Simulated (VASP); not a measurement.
# TaRu (Pm-3m) in VASP: a series of runs, part 2 of 2

VASP 6.6.1. The steps go on from the part before.

**3. Vibrations by perturbation theory, LDA**

This run uses another cell than the first one, of 14.79 Å³/atom.

Contents of INCAR:

```
  ALGO = Fast
  EDIFF = 1E-8
  ENCUT = 520
  GGA = CA
  IBRION = 8
  ISIF = 2
  ISMEAR = -1
  LASPH = T
  LCHARG = F
  LREAL = F
  LWAVE = F
  NELM = 80
  NSW = 1
  PREC = Accurate
  SIGMA = 0.15
```

Contents of KPOINTS:

```
k-points
0
Gamma
  14 14 14
```

Contents of POSCAR:

```
TaRu
1.0
    3.0929224751      0.0000000000      0.0000000000
    0.0000000000      3.0929224751      0.0000000000
    0.0000000000      0.0000000000      3.0929224751
Ta Ru
1 1
Direct
    0.5000000000      0.5000000000      0.5000000000
    0.0000000000      0.0000000000      0.0000000000
```

Potentials or basis: VASP PAW LDA potentials, release 64 (Ta_pv, Ru_pv).

Command:

```
cat potpaw_LDA.64/Ta_pv/POTCAR potpaw_LDA.64/Ru_pv/POTCAR > POTCAR
mpirun -np 1 vasp_std > vasp.out
```

OUTCAR:

```text
EDIFF = 1E-8
   ENCUT = 520
   GGA = CA
   IBRION = 8
   ISIF = 2
   ISMEAR = -1
   LASPH = T
   LREAL = F
   NELM = 80
   NSW = 1
   PREC = Accurate

 ion  position               nearest neighbor table
   1  0.500  0.500  0.500-   2 2.68   2 2.68   2 2.68   2 2.68   2 2.68   2 2.68   2 2.68   2 2.68

   2  0.000  0.000  0.000-   1 2.68   1 2.68   1 2.68   1 2.68   1 2.68   1 2.68   1 2.68   1 2.68

  LATTYP: Found a simple cubic cell.
 ALAT       =     3.0929224751

  Lattice vectors:

 A1 = (   3.0929224751,   0.0000000000,   0.0000000000)
 A2 = (   0.0000000000,   3.0929224751,   0.0000000000)
 A3 = (   0.0000000000,   0.0000000000,   3.0929224751)

Analysis of symmetry for initial positions (statically):
=====================================================================
 Subroutine PRICEL returns:
 Original cell was already a primitive cell.

 Routine SETGRP: Setting up the symmetry group for a
 simple cubic supercell.

 Subroutine GETGRP returns: Found 48 space group operations
 (whereof 48 operations were pure point group operations)
 out of a pool of 48 trial point group operations.

The static configuration has the point symmetry O_h .

Analysis of symmetry for dynamics (positions and initial velocities):
=====================================================================
 Subroutine PRICEL returns:
 Original cell was already a primitive cell.

 Routine SETGRP: Setting up the symmetry group for a
 simple cubic supercell.

 Subroutine GETGRP returns: Found 48 space group operations
 (whereof 48 operations were pure point group operations)
 out of a pool of 48 trial point group operations.

[... 640 lines left out ...]
    total drift:                                0.000000      0.000000     -0.000000

  FREE ENERGIE OF THE ION-ELECTRON SYSTEM (eV)
  ---------------------------------------------------
  free  energy   TOTEN  =       -24.0731420572 eV

  energy  without entropy=      -23.9012190697  energy(sigma->0) =      -23.98718056

[... ionic steps 2 to 3 ...]

--------------------------------------- Ionic step        4  -------------------------------------------

------------------------ aborting loop because EDIFF is reached ----------------------------------------

[... ionic steps 5 to 6 ...]

--------------------------------------- Ionic step        7  -------------------------------------------

 Free energy of the ion-electron system (eV)
  ---------------------------------------------------
  ---------------------------------------------------
  free energy    TOTEN  =        -0.65204069 eV

  energy without entropy =       -0.65204067

------------------------ aborting loop because EDIFF is reached ----------------------------------------

 INTERNAL STRAIN TENSOR  FOR ION    2  DIRECTION 1   (eV/Angst):
 -----------------------------------------------------------------------------
     0.11165  0.00000  0.00000
     0.00000 -0.06064  0.00000
    -0.00000  0.00000 -0.06064

 INTERNAL STRAIN TENSOR FOR ION    2 for displacements in x,y,z  (eV/Angst):
          X           Y           Z          XY          YZ          ZX
  --------------------------------------------------------------------------------
  x     0.00000     0.00000     0.00000     0.00000     0.00000     0.00000
  y     0.00000     0.00000     0.00000     0.00000     0.00000     0.00000
  z     0.00000     0.00000     0.00000     0.00000     0.00000     0.00000

 SECOND DERIVATIVES (NOT SYMMETRIZED)
 ------------------------------------
               1X          1Y          1Z          2X          2Y          2Z
  1X    -6.177019   -0.000000   -0.000000    6.177019    0.000000    0.000000
  1Y    -0.000000   -6.177019   -0.000000    0.000000    6.177019    0.000000
  1Z     0.000000    0.000000   -6.177019   -0.000000   -0.000000    6.177019
  2X     6.182592   -0.000000    0.000000   -6.182592    0.000000   -0.000000
  2Y    -0.000000    6.182592    0.000000    0.000000   -6.182592   -0.000000
  2Z     0.000000    0.000000    6.182592   -0.000000   -0.000000   -6.182592

 Eigenvectors and eigenvalues of the dynamical matrix
 ----------------------------------------------------

   1 f  =    4.826322 THz    30.324674 2PiTHz  160.988764 cm-1    19.960054 meV
             X         Y         Z           dx          dy          dz
      1.546461  1.546461  1.546461     0.507966   -0.316457    0.000000
      0.000000  0.000000  0.000000    -0.679980    0.423620    0.000000
[... 21 lines left out ...]
   6 f/i=    0.001043 THz     0.006556 2PiTHz    0.034805 cm-1     0.004315 meV
             X         Y         Z           dx          dy          dz
      1.546461  1.546461  1.546461    -0.245822    0.708697   -0.281330
      0.000000  0.000000  0.000000    -0.183637    0.529418   -0.210162

--------------------------------------------------------------------------------------------------------

 ELASTIC MODULI CONTR FROM IONIC RELAXATION (kBar)
 Direction    XX          YY          ZZ          XY          YZ          ZX
 --------------------------------------------------------------------------------
 XX           0.0000      0.0000      0.0000      0.0000      0.0000      0.0000
 YY           0.0000      0.0000      0.0000      0.0000      0.0000      0.0000
 ZZ           0.0000      0.0000      0.0000      0.0000      0.0000      0.0000
 XY           0.0000      0.0000      0.0000      0.0000      0.0000      0.0000
 YZ           0.0000      0.0000      0.0000      0.0000      0.0000      0.0000
 ZX           0.0000      0.0000      0.0000      0.0000      0.0000      0.0000
 --------------------------------------------------------------------------------
```

OSZICAR:

```text
N       E                     dE             d eps       ncg     rms          rms(c)
DAV:   1     0.217810769008E+03    0.21781E+03   -0.14931E+04  3840   0.163E+03
DAV:   2    -0.213178485155E+02   -0.23913E+03   -0.23742E+03  4728   0.462E+02
DAV:   3    -0.251758126426E+02   -0.38580E+01   -0.38322E+01  4568   0.629E+01
[... 61 lines left out ...]
RMM:  15    -0.652040656452E+00   -0.37777E-07   -0.21509E-07 17257   0.138E-04    0.199E-06
RMM:  16    -0.652040639563E+00    0.16889E-07   -0.12816E-07 17140   0.102E-04    0.108E-05
RMM:  17    -0.652040668110E+00   -0.28547E-07   -0.10732E-07 17693   0.795E-05    0.548E-06
RMM:  18    -0.652040699156E+00   -0.31046E-07   -0.62512E-08 18056   0.658E-05    0.101E-06
RMM:  19    -0.652040692977E+00    0.61794E-08   -0.56584E-08 17801   0.539E-05    0.316E-06
 Linear response finished
```

Wall time 8.6 min (1 thread of Intel Xeon 8259CL, shared host); peak memory 0.4 GiB.

Results:

```yaml
Highest_phonon_frequency_at_Γ: 161 cm⁻¹
```

Phonon frequencies in cm⁻¹ (negative: imaginary):
```csv
q point,frequencies
"(0.000, 0.000, 0.000)",0 0 0 161 161 161
```

Caveat: the cell stands under pressure or tension, which shifts response properties; spin-orbit coupling is left out, which moves the levels of the heavy elements.

**4. Vibrations by perturbation theory, LDA**

This run uses another cell than the first one, of 15.19 Å³/atom.

Contents of INCAR:

```
SYSTEM = TaRu
PREC = Accurate
ENCUT = 520
EDIFF = 1E-8
ISMEAR = -1
SIGMA = 0.15
LREAL = .False.
LASPH = .True.
NELM = 80
ALGO = Normal
ISIF = 2
LWAVE = .False.
LCHARG = .False.
GGA = CA
NBANDS = 20
IBRION = 8
NSW = 1
```

Contents of KPOINTS:

```
regular mesh
0
Gamma
  14 14 14
  0 0 0
```

Contents of POSCAR:

```
TaRu
1.0
    3.1205143655      0.0000000000      0.0000000000
    0.0000000000      3.1205143655      0.0000000000
    0.0000000000      0.0000000000      3.1205143655
Ta Ru
1 1
Direct
    0.5000000000      0.5000000000      0.5000000000
    0.0000000000      0.0000000000      0.0000000000
```

Potentials or basis: VASP PAW LDA potentials, release 64 (Ta_pv, Ru_pv).

Command:

```
cat potpaw_LDA.64/Ta_pv/POTCAR potpaw_LDA.64/Ru_pv/POTCAR > POTCAR
mpirun -np 1 vasp_std > vasp.out
```

OUTCAR:

```text
SYSTEM = TaRu
   PREC = Accurate
   ENCUT = 520
   EDIFF = 1E-8
   ISMEAR = -1
   LREAL = .False.
   LASPH = .True.
   NELM = 80
   ISIF = 2
   GGA = CA
   IBRION = 8
   NSW = 1

 ion  position               nearest neighbor table
   1  0.500  0.500  0.500-   2 2.70   2 2.70   2 2.70   2 2.70   2 2.70   2 2.70   2 2.70   2 2.70

   2  0.000  0.000  0.000-   1 2.70   1 2.70   1 2.70   1 2.70   1 2.70   1 2.70   1 2.70   1 2.70

  LATTYP: Found a simple cubic cell.
 ALAT       =     3.1205143655

  Lattice vectors:

 A1 = (   3.1205143655,   0.0000000000,   0.0000000000)
 A2 = (   0.0000000000,   3.1205143655,   0.0000000000)
 A3 = (   0.0000000000,   0.0000000000,   3.1205143655)

Analysis of symmetry for initial positions (statically):
=====================================================================
 Subroutine PRICEL returns:
 Original cell was already a primitive cell.

 Routine SETGRP: Setting up the symmetry group for a
 simple cubic supercell.

 Subroutine GETGRP returns: Found 48 space group operations
 (whereof 48 operations were pure point group operations)
 out of a pool of 48 trial point group operations.

The static configuration has the point symmetry O_h .

Analysis of symmetry for dynamics (positions and initial velocities):
=====================================================================
 Subroutine PRICEL returns:
 Original cell was already a primitive cell.

 Routine SETGRP: Setting up the symmetry group for a
 simple cubic supercell.

 Subroutine GETGRP returns: Found 48 space group operations
 (whereof 48 operations were pure point group operations)
 out of a pool of 48 trial point group operations.

The dynamic configuration has the point symmetry O_h .
[... 734 lines left out ...]
    total drift:                                0.000000      0.000000     -0.000000

  FREE ENERGIE OF THE ION-ELECTRON SYSTEM (eV)
  ---------------------------------------------------
  free  energy   TOTEN  =       -24.0985810541 eV

  energy  without entropy=      -23.9213871281  energy(sigma->0) =      -24.00998409

[... ionic steps 2 to 3 ...]

--------------------------------------- Ionic step        4  -------------------------------------------

------------------------ aborting loop because EDIFF is reached ----------------------------------------

[... ionic steps 5 to 6 ...]

--------------------------------------- Ionic step        7  -------------------------------------------

 Free energy of the ion-electron system (eV)
  ---------------------------------------------------
  ---------------------------------------------------
  free energy    TOTEN  =        -0.65316298 eV

  energy without entropy =       -0.65316296

------------------------ aborting loop because EDIFF is reached ----------------------------------------

 INTERNAL STRAIN TENSOR  FOR ION    2  DIRECTION 1   (eV/Angst):
 -----------------------------------------------------------------------------
     0.09759  0.00000 -0.00000
    -0.00000 -0.05314  0.00000
    -0.00000  0.00000 -0.05314

 INTERNAL STRAIN TENSOR FOR ION    2 for displacements in x,y,z  (eV/Angst):
          X           Y           Z          XY          YZ          ZX
  --------------------------------------------------------------------------------
  x     0.00000     0.00000     0.00000     0.00000     0.00000     0.00000
  y     0.00000     0.00000     0.00000     0.00000     0.00000     0.00000
  z     0.00000     0.00000     0.00000     0.00000     0.00000     0.00000

 SECOND DERIVATIVES (NOT SYMMETRIZED)
 ------------------------------------
               1X          1Y          1Z          2X          2Y          2Z
  1X    -5.231076    0.000000    0.000000    5.231076   -0.000000   -0.000000
  1Y     0.000000   -5.231076    0.000000   -0.000000    5.231076   -0.000000
  1Z     0.000000    0.000000   -5.231076   -0.000000   -0.000000    5.231076
  2X     5.220930    0.000000    0.000000   -5.220930   -0.000000   -0.000000
  2Y     0.000000    5.220930    0.000000   -0.000000   -5.220930   -0.000000
  2Z     0.000000    0.000000    5.220930   -0.000000   -0.000000   -5.220930

 Eigenvectors and eigenvalues of the dynamical matrix
 ----------------------------------------------------

   1 f  =    4.437376 THz    27.880858 2PiTHz  148.014943 cm-1    18.351506 meV
             X         Y         Z           dx          dy          dz
      1.560257  1.560257  1.560257    -0.000000   -0.000000   -0.599023
      0.000000  0.000000  0.000000     0.000000    0.000000    0.800732
[... 21 lines left out ...]
   6 f/i=    0.002066 THz     0.012982 2PiTHz    0.068919 cm-1     0.008545 meV
             X         Y         Z           dx          dy          dz
      1.560257  1.560257  1.560257    -0.000000   -0.000000   -0.800732
      0.000000  0.000000  0.000000     0.000000    0.000000   -0.599023

--------------------------------------------------------------------------------------------------------

 ELASTIC MODULI CONTR FROM IONIC RELAXATION (kBar)
 Direction    XX          YY          ZZ          XY          YZ          ZX
 --------------------------------------------------------------------------------
 XX           0.0000      0.0000      0.0000      0.0000      0.0000      0.0000
 YY           0.0000      0.0000      0.0000      0.0000      0.0000      0.0000
 ZZ           0.0000      0.0000      0.0000      0.0000      0.0000      0.0000
 XY           0.0000      0.0000      0.0000      0.0000      0.0000      0.0000
 YZ           0.0000      0.0000      0.0000      0.0000      0.0000      0.0000
 ZX           0.0000      0.0000      0.0000      0.0000      0.0000      0.0000
 --------------------------------------------------------------------------------
```

Wall time 7.9 min (1 thread of Intel Xeon 8259CL, shared host); peak memory 0.45 GiB.

Results:

- Highest phonon frequency at Γ: 148 cm⁻¹

Phonon frequencies in cm⁻¹ (negative: imaginary):
| q point | frequencies |
| --- | --- |
| (0.000, 0.000, 0.000) | 0 0 0 148 148 148 |

Caveat: the cell stands under pressure or tension, which shifts response properties; spin-orbit coupling is left out, which moves the levels of the heavy elements.
